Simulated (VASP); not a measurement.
# CdTe (I-4m2) in VASP: notebook, part 2 of 2

VASP 6.6.1. The steps go on from the part before.

## Step 4: Single point, PBE (strain +0.015 along x and y, -0.030 along z)

Contents of INCAR:

```
PREC = Accurate
ENCUT = 520
EDIFF = 1E-6
ISMEAR = 0
SIGMA = 0.05
LREAL = False
LASPH = True
NELM = 100
ALGO = Normal
ISIF = 2
LWAVE = False
LCHARG = False
GGA = PE
NBANDS = 16
```

Contents of KPOINTS:

```
regular mesh
0
Gamma
  10 10 10
```

Contents of POSCAR:

```
CdTe
1.0
    0.0000000000      3.3583169833      3.2094260826
    3.3583169833      0.0000000000      3.2094260826
    3.3583169833      3.3583169833      0.0000000000
Cd Te
1 1
Direct
    0.0000000000      0.0000000000      0.0000000000
    0.7500000000      0.7500000000      0.7500000000
```

Potentials or basis: VASP PAW PBE potentials, release 64 (Cd, Te).

The run is started by

```bash
$ cat potpaw_PBE.64/Cd/POTCAR potpaw_PBE.64/Te/POTCAR > POTCAR
$ mpirun -np 1 vasp_std > vasp.out
```

OUTCAR:

```text
PREC = Accurate
   ENCUT = 520
   EDIFF = 1E-6
   ISMEAR = 0
   LREAL = False
   LASPH = True
   NELM = 100
   ISIF = 2
   GGA = PE

 ion  position               nearest neighbor table
   1  0.000  0.000  0.000-   2 2.87   2 2.87   2 2.87   2 2.87
   2  0.750  0.750  0.750-   1 2.87   1 2.87   1 2.87   1 2.87

  LATTYP: Found a body centered tetragonal cell.
 ALAT       =     4.7493774245
 C/A-ratio  =     1.3515144389

  Lattice vectors:

 A1 = (   0.0000000000,  -3.3583169833,  -3.2094260826)
 A2 = (   0.0000000000,   3.3583169833,  -3.2094260826)
 A3 = (   3.3583169833,   0.0000000000,   3.2094260826)

Analysis of symmetry for initial positions (statically):
=====================================================================
 Subroutine PRICEL returns:
 Original cell was already a primitive cell.

 Routine SETGRP: Setting up the symmetry group for a
 body centered tetragonal supercell.

 Subroutine GETGRP returns: Found  8 space group operations
 (whereof  8 operations were pure point group operations)
 out of a pool of 16 trial point group operations.

The static configuration has the point symmetry D_2d.

Analysis of symmetry for dynamics (positions and initial velocities):
=====================================================================
 Subroutine PRICEL returns:
 Original cell was already a primitive cell.

 Routine SETGRP: Setting up the symmetry group for a
 body centered tetragonal supercell.

 Subroutine GETGRP returns: Found  8 space group operations
 (whereof  8 operations were pure point group operations)
 out of a pool of 16 trial point group operations.

The dynamic configuration has the point symmetry D_2d.

 Subroutine INISYM returns: Found  8 space group operations
 (whereof  8 operations are pure point group operations),
 and found     1 'primitive' translations

----------------------------------------------------------------------------------------

[... 111 lines left out ...]
     AMIX     =   0.40;   BMIX     =  1.00
     AMIX_MAG =   1.60;   BMIX_MAG =  1.00
  volume/ion in A,a.u.               =      36.20       244.27
  Fermi-wavevector in a.u.,A,eV,Ry     =   1.029435  1.945349 14.418577  1.059736
  Thomas-Fermi vector in A             =   2.163482
   LORBIT       =      0    0 simple, 1 ext, 2 COOP (PROOUT), +10 PAW based schemes
   GGA     = PE    functional components
   LHFCALC =     F    Hartree Fock is set to
   AEXX    =    0.0000 exact exchange contribution
   IVDW    =     0    specifies the selected vdW correction
   LEPSILON=     F    determine dielectric tensor
   LRPA    =     F    only Hartree local field effects (RPA)
 non-spin polarized calculation
 Gauss-broadening in eV      SIGMA  =   0.05
  energy-cutoff  :      520.00
  volume of cell :       72.39
 maximum number of plane-waves:      1972
   NGX = 17   NGY = 17   NGZ = 17

 number of electron      18.0000006 magnetization

 Free energy of the ion-electron system (eV)
  ---------------------------------------------------
  ext. energy  EPLUGINS =         0.00000000
  ---------------------------------------------------
  free energy    TOTEN  =        -4.80795465 eV

  energy without entropy =       -4.80795465  energy(sigma->0) =       -4.80795465

 E-fermi :   2.1191     XC(G=0):  -8.3161

 val. band max:        1.8883262985   @ k =   0.0000   0.0000   0.0000
 cond. band min:       2.3831806770   @ k =   0.0000   0.0000   0.0000
 fundamental gap:      0.4948543785
 Fermi energy:         2.1190850539

 k-point     1 :       0.0000    0.0000    0.0000
  band No.  band energies     occupation
      1      -9.0315      2.00000
      2      -6.2886      2.00000
      3      -6.2886      2.00000
      4      -6.2787      2.00000
      5      -6.0711      2.00000
      6      -6.0670      2.00000
[... 433 lines left out ...]
      3      -6.1860      2.00000
      4      -6.1368      2.00000
      5      -6.0474      2.00000
      6      -5.8022      2.00000
[... 8 lines left out ...]
     15      12.0691      0.00000
     16      13.3534      0.00000

 [... further k-points ...]

------------------------ aborting loop because EDIFF is reached ----------------------------------------

  FORCE on cell =-STRESS in cart. coord.  units (eV):
  Direction    XX          YY          ZZ          XY          YZ          ZX
  --------------------------------------------------------------------------------------
  -------------------------------------------------------------------------------------
  Total       -0.0467921     -0.0467921      0.2607207      0.0000000      0.0000000      0.0000000
  in kB       -1.0355777     -1.0355777      5.7701257      0.0000000      0.0000000      0.0000000
  external PRESSURE =       1.2329901 kB  Pullay stress =       0.0000000 kB

 VOLUME and BASIS-vectors are now :
 -----------------------------------------------------------------------------
  energy-cutoff  :      520.00
  volume of cell :       72.39
      direct lattice vectors                 reciprocal lattice vectors
     0.000000000  3.358316983  3.209426083    -0.148884100  0.148884100  0.155791094
     3.358316983  0.000000000  3.209426083     0.148884100 -0.148884100  0.155791094
     3.358316983  3.358316983  0.000000000     0.148884100  0.148884100 -0.155791094

 POSITION                                       TOTAL-FORCE (eV/Angst)
 -----------------------------------------------------------------------------------
      0.00000      0.00000      0.00000        -0.000000     -0.000000     -0.000000
      5.03748      5.03748      4.81414         0.000000      0.000000      0.000000
 -----------------------------------------------------------------------------------
    total drift:                                0.000001      0.000001      0.000000

  FREE ENERGIE OF THE ION-ELECTRON SYSTEM (eV)
  ---------------------------------------------------
  free  energy   TOTEN  =        -4.8079546516 eV

  energy  without entropy=       -4.8079546516  energy(sigma->0) =       -4.80795465
```

OSZICAR:

```text
N       E                     dE             d eps       ncg     rms          rms(c)
DAV:   1     0.101176770077E+03    0.10118E+03   -0.81474E+03  3288   0.965E+02
DAV:   2    -0.129979020039E+01   -0.10248E+03   -0.97393E+02  3944   0.234E+02
DAV:   3    -0.500768884966E+01   -0.37079E+01   -0.37022E+01  4056   0.465E+01
DAV:   4    -0.504314226748E+01   -0.35453E-01   -0.35452E-01  4984   0.396E+00
DAV:   5    -0.504322649360E+01   -0.84226E-04   -0.84226E-04  4256   0.183E-01    0.494E+00
DAV:   6    -0.482156334629E+01    0.22166E+00   -0.37818E-01  3888   0.698E+00    0.414E+00
DAV:   7    -0.480657480544E+01    0.14989E-01   -0.10168E-01  4016   0.202E+00    0.163E+00
DAV:   8    -0.480751558627E+01   -0.94078E-03   -0.97543E-03  3648   0.110E+00    0.439E-01
DAV:   9    -0.480786246340E+01   -0.34688E-03   -0.98959E-04  3992   0.313E-01    0.935E-02
DAV:  10    -0.480791403062E+01   -0.51567E-04   -0.10724E-04  4320   0.102E-01    0.549E-02
DAV:  11    -0.480795551208E+01   -0.41481E-04   -0.80669E-05  3944   0.531E-02    0.370E-02
DAV:  12    -0.480795465161E+01    0.86047E-06   -0.31306E-06  3960   0.128E-02
   1 F= -.48079547E+01 E0= -.48079547E+01  d E =-.158702E-13
```

stdout:

```text
POSCAR found type information on POSCAR CdTe
 POSCAR found :  2 types and       2 ions
 scaLAPACK will be used
 LDA part: xc-table for (Slater+PW92), standard interpolation
 POSCAR, INCAR and KPOINTS ok, starting setup
 FFT: planning ... GRIDC
 FFT: planning ... GRID_SOFT
 FFT: planning ... GRID
 WAVECAR not read
 entering main loop
```

Wall time 42 s (1 thread of Intel Xeon 6975P-C (Granite Rapids), shared host); peak memory 0.28 GiB.

What came out:

| Item | Value |
| --- | --- |
| Free energy | -4.8080 eV |
| Pressure | 0.1 GPa |
| Band gap on the k mesh | 0.49 eV |

Stress tensor (GPa, compression positive):
```
-0.10  0.00  0.00
 0.00 -0.10  0.00
 0.00  0.00  0.58
```

Levels at points of the mesh, in eV from the valence-band top:
```csv
k point,band 6,band 7,band 8,band 9,band 10,band 11,band 12,band 13
"(0.00, 0.00, 0.00)",-7.96,-0.13,-0.13,0.00,0.49,4.56,4.57,4.57
"(0.50, 0.00, 0.00)",-7.65,-4.16,-0.87,-0.67,1.66,5.01,5.27,6.94
"(0.50, 0.50, 0.00)",-7.49,-3.96,-1.86,-1.86,2.37,2.56,8.63,8.73
"(0.50, 0.00, 0.50)",-7.56,-4.16,-1.71,-1.65,2.70,2.71,8.31,8.54
```

Caveat: the cell differs from its parent crystal (strain +0.015 along x and y, -0.030 along z); spin-orbit coupling is left out, which moves the levels of the heavy elements.

## Step 5: Single point, PBE (strain +0.030 along x and y, -0.030 along z)

Contents of INCAR:

```
SYSTEM = CdTe
PREC = Accurate
ENCUT = 520
EDIFF = 1E-6
ISMEAR = 0
SIGMA = 0.05
LREAL = .FALSE.
LASPH = .TRUE.
NELM = 100
ALGO = Normal
ISIF = 2
LWAVE = .FALSE.
LCHARG = .TRUE.
GGA = PE
LELF = .TRUE.
LVHAR = .TRUE.
NBANDS = 16
```

Contents of KPOINTS:

```
regular mesh
0
G
  10 10 10
  0 0 0
```

Contents of POSCAR:

```
CdTe
1.0
    0.0000000000      3.4079472836      3.2094260826
    3.4079472836      0.0000000000      3.2094260826
    3.4079472836      3.4079472836      0.0000000000
Cd Te
1 1
Direct
    0.0000000000      0.0000000000      0.0000000000
    0.7500000000      0.7500000000      0.7500000000
```

Potentials or basis: VASP PAW PBE potentials, release 64 (Cd, Te).

The run is started by

```bash
$ cat potpaw_PBE.64/Cd/POTCAR potpaw_PBE.64/Te/POTCAR > POTCAR
$ mpirun -np 1 vasp_std > vasp.out
```

OUTCAR:

```text
SYSTEM = CdTe
   PREC = Accurate
   ENCUT = 520
   EDIFF = 1E-6
   ISMEAR = 0
   LREAL = .FALSE.
   LASPH = .TRUE.
   NELM = 100
   ISIF = 2
   GGA = PE

 ion  position               nearest neighbor table
   1  0.000  0.000  0.000-   2 2.90   2 2.90   2 2.90   2 2.90
   2  0.750  0.750  0.750-   1 2.90   1 2.90   1 2.90   1 2.90

  LATTYP: Found a body centered tetragonal cell.
 ALAT       =     4.8195652683
 C/A-ratio  =     1.3318321898

  Lattice vectors:

[... 644 lines left out ...]

  FORCE on cell =-STRESS in cart. coord.  units (eV):
  Direction    XX          YY          ZZ          XY          YZ          ZX
  --------------------------------------------------------------------------------------
  -------------------------------------------------------------------------------------
  Total       -0.5473088     -0.5473088     -0.1196626      0.0000000      0.0000000     -0.0000000
  in kB      -11.7625067    -11.7625067     -2.5717341      0.0000000      0.0000000     -0.0000000
  external PRESSURE =      -8.6989158 kB  Pullay stress =       0.0000000 kB

 VOLUME and BASIS-vectors are now :
 -----------------------------------------------------------------------------
  energy-cutoff  :      520.00
  volume of cell :       74.55
      direct lattice vectors                 reciprocal lattice vectors
     0.000000000  3.407947284  3.209426083    -0.146715884  0.146715884  0.155791094
     3.407947284  0.000000000  3.209426083     0.146715884 -0.146715884  0.155791094
     3.407947284  3.407947284  0.000000000     0.146715884  0.146715884 -0.155791094

 POSITION                                       TOTAL-FORCE (eV/Angst)
 -----------------------------------------------------------------------------------
      0.00000      0.00000      0.00000         0.000000      0.000000      0.000000
      5.11192      5.11192      4.81414        -0.000000     -0.000000     -0.000000
 -----------------------------------------------------------------------------------
    total drift:                                0.000001      0.000001      0.000000

  FREE ENERGIE OF THE ION-ELECTRON SYSTEM (eV)
  ---------------------------------------------------
  free  energy   TOTEN  =        -4.7990428738 eV

  energy  without entropy=       -4.7990428738  energy(sigma->0) =       -4.79904287
```

OSZICAR:

```text
N       E                     dE             d eps       ncg     rms          rms(c)
DAV:   1     0.996650038807E+02    0.99665E+02   -0.81140E+03  3288   0.962E+02
DAV:   2    -0.131918146726E+01   -0.10098E+03   -0.96038E+02  3984   0.233E+02
DAV:   3    -0.500237022640E+01   -0.36832E+01   -0.36781E+01  3912   0.460E+01
DAV:   4    -0.503898556244E+01   -0.36615E-01   -0.36614E-01  5072   0.399E+00
DAV:   5    -0.503907847946E+01   -0.92917E-04   -0.92917E-04  4152   0.188E-01    0.466E+00
DAV:   6    -0.481254092474E+01    0.22654E+00   -0.38366E-01  3832   0.683E+00    0.395E+00
DAV:   7    -0.479764019941E+01    0.14901E-01   -0.98985E-02  4072   0.198E+00    0.158E+00
DAV:   8    -0.479859170268E+01   -0.95150E-03   -0.93409E-03  3680   0.106E+00    0.424E-01
DAV:   9    -0.479895102583E+01   -0.35932E-03   -0.10114E-03  4088   0.306E-01    0.872E-02
DAV:  10    -0.479900120902E+01   -0.50183E-04   -0.10476E-04  4288   0.101E-01    0.540E-02
DAV:  11    -0.479904364843E+01   -0.42439E-04   -0.76977E-05  3976   0.498E-02    0.339E-02
DAV:  12    -0.479904287382E+01    0.77461E-06   -0.29247E-06  4000   0.122E-02
   1 F= -.47990429E+01 E0= -.47990429E+01  d E =-.279342E-10
```

It took 51 s on 1 thread of Intel Xeon 6975P-C (Granite Rapids), shared host; peak memory 0.29 GiB.

Results:

```yaml
Free_energy: -4.7990 eV
Pressure: -0.9 GPa
Band_gap_on_the_k_mesh: 0.38 eV
```

Stress tensor (GPa, compression positive):
```
-1.18  0.00  0.00
 0.00 -1.18  0.00
 0.00  0.00 -0.26
```

Caveat: the cell differs from its parent crystal (strain +0.030 along x and y, -0.030 along z); spin-orbit coupling is left out, which moves the levels of the heavy elements.

## Step 6: Summary

```csv
cell,gap on the mesh (eV),pressure (GPa)
"a = 4.681, b = 4.681, c = 4.539 Å, angles 61.0, 61.0, 58.0°, 2 atoms",0.59,1.3
"a = 4.610, b = 4.610, c = 4.679 Å, angles 59.5, 59.5, 61.0°, 2 atoms",0.61,1.3
"a = 4.645, b = 4.645, c = 4.749 Å, angles 59.3, 59.3, 61.5°, 2 atoms",0.49,0.1
"a = 4.681, b = 4.681, c = 4.820 Å, angles 59.0, 59.0, 62.0°, 2 atoms",0.38,-0.9
```

Alike in all rows: task single point; level PBE; potentials or basis VASP PAW PBE potentials, release 64 (Cd, Te); no spin polarisation; k mesh 10 × 10 × 10; cutoff (eV) 520; smearing gaussian 0.05 eV.

Caveats: spin-orbit coupling is left out, which moves the levels of the heavy elements.

Absolute energies hang on the potentials; compare differences alone.
